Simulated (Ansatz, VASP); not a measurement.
## Ag in VASP and in Ansatz

The input INCAR:

```
SYSTEM = Ag
  PREC = Accurate
  ENCUT = 520
  EDIFF = 1E-6
  ISMEAR = -1
  SIGMA = 0.6
  LREAL = .False.
  LASPH = .True.
  NELM = 60
  ALGO = Normal
  ISIF = 2
  LWAVE = .False.
  LCHARG = .True.
  LELF = .True.
  LVHAR = .True.
  NBANDS = 12
```

File KPOINTS:

```
regular mesh
0
Gamma
  13 13 13
  0 0 0
```

File POSCAR:

```
Ag
1.0
    0.0000000000      1.9996579419      1.9996579419
    1.9996579419      0.0000000000      1.9996579419
    1.9996579419      1.9996579419      0.0000000000
Ag
1
Direct
    0.0000000000      0.0000000000      0.0000000000
```

Input for Ansatz:

```yaml
crystal:
  lattice:
    - [0.0, 1.9996579419, 1.9996579419]
    - [1.9996579419, 0.0, 1.9996579419]
    - [1.9996579419, 1.9996579419, 0.0]
  atoms:
    - { symbol: Ag, position: [0.0, 0.0, 0.0] }
hamiltonian:
  xc: lda
  pseudopotentials:
    kind: paw
    azcp:
      Ag: "pseudopotentials/Ag.paw.azcp"
basis:
  ecutwfc: 420
  fft_grid_basis: typed
kpoints:
  mp_grid: { grid: [13, 13, 13], shift: [0, 0, 0] }
magnetization:
  spin_polarized: false
scf:
  occupations: { method: fermi_dirac, width: 0.6 }
  lower_state_search: "off"
output:
  stress: true
  write_density: true
  write_potential: true
  elf: true
  volumetric_format: npy
```

Alike in both runs: task single point; functional LDA; k mesh 13 × 13 × 13; occupations fermi-dirac, width 0.6 eV; no spin polarisation.

|  | VASP | Ansatz |
| --- | --- | --- |
| version | VASP 6.6.1 | Ansatz 0.2.0 |
| potentials or method | VASP PAW LDA potentials, release 64 (Ag), cutoff 520 eV | plane waves (420 eV) with PAW, scalar-relativistic |
| valence electrons in the cell | 11 | 19 |

|  | VASP | Ansatz | Ansatz less VASP |
| --- | --- | --- | --- |
| pressure (GPa) | 1.4 | 1.3 | -0.13 |

Ansatz warns that its potentials were made for another functional, while VASP's fit it. LDA's correlation is that of Perdew and Zunger in VASP and of Perdew and Wang (1992) in Ansatz. VASP's potentials hold 11 valence electrons a cell and Ansatz's 19, so a difference there can come from the potentials and not from the codes.
